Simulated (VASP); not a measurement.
The system is ZrAl3N4.

```
Zr Al N
1.0
     4.71637    0.00000    0.00000
     0.00000    4.71637    0.00000
     0.00000    0.00000    4.71637
Zr Al N
1 3 4
Cartesian
  0.0000 0.0000 0.0000
  2.3582 0.0000 2.3582
  2.3582 2.3582 0.0000
  0.0000 2.3582 2.3582
  0.0000 2.3582 0.0000
  2.3582 2.3582 2.3582
  0.0000 0.0000 2.3582
  2.3582 0.0000 0.0000
```

| Quantity | Value |
| --- | --- |
| Program | VASP 6.6.1 |
| Task | relaxation of cell and atoms |
| Functional | PBE |
| Potentials or basis | VASP PAW PBE potentials, release 64 (Zr_sv, Al, N) |
| Cutoff | 600 eV |
| k mesh | 4 × 4 × 4 |
| Occupations | gaussian, width 0.1 eV |
| Spin | no spin polarisation |

At the start: pressure -32.8 GPa; volume 13.11 Å³/atom.

Problem. Where does the relaxation end?

Solution. Over 4 steps the energy falls by 412.9 meV/atom and the volume is 9.90 Å³/atom (-24.5 %); space group Pm-3m (No. 221, to 0.05 Å).

The path:
```csv
step,energy change (eV),largest force (eV/Å),pressure (GPa),volume (Å³)
1,0.0000,0.0000,-32.84,104.91
2,-2.2216,0.0000,38.95,69.16
3,-3.3018,0.0000,-1.12,79.65
4,-3.3032,0.0000,0.10,79.19
```

Final structure:
```cif
data_structure
_symmetry_space_group_name_H-M 'P 1'
_symmetry_Int_Tables_number 1
_cell_length_a 4.2943
_cell_length_b 4.2943
_cell_length_c 4.2943
_cell_angle_alpha 90.000
_cell_angle_beta 90.000
_cell_angle_gamma 90.000
_cell_volume 79.19
loop_
_atom_site_label
_atom_site_type_symbol
_atom_site_fract_x
_atom_site_fract_y
_atom_site_fract_z
_atom_site_occupancy
Zr1 Zr 0.00000 0.00000 0.00000 1
Al1 Al 0.50000 0.00000 0.50000 1
Al2 Al 0.50000 0.50000 0.00000 1
Al3 Al 0.00000 0.50000 0.50000 1
N1 N 0.00000 0.50000 0.00000 1
N2 N 0.50000 0.50000 0.50000 1
N3 N 0.00000 0.00000 0.50000 1
N4 N 0.50000 0.00000 0.00000 1
```

Caveat: the volume moved by over 15 % at a fixed basis, so the end points are rough.
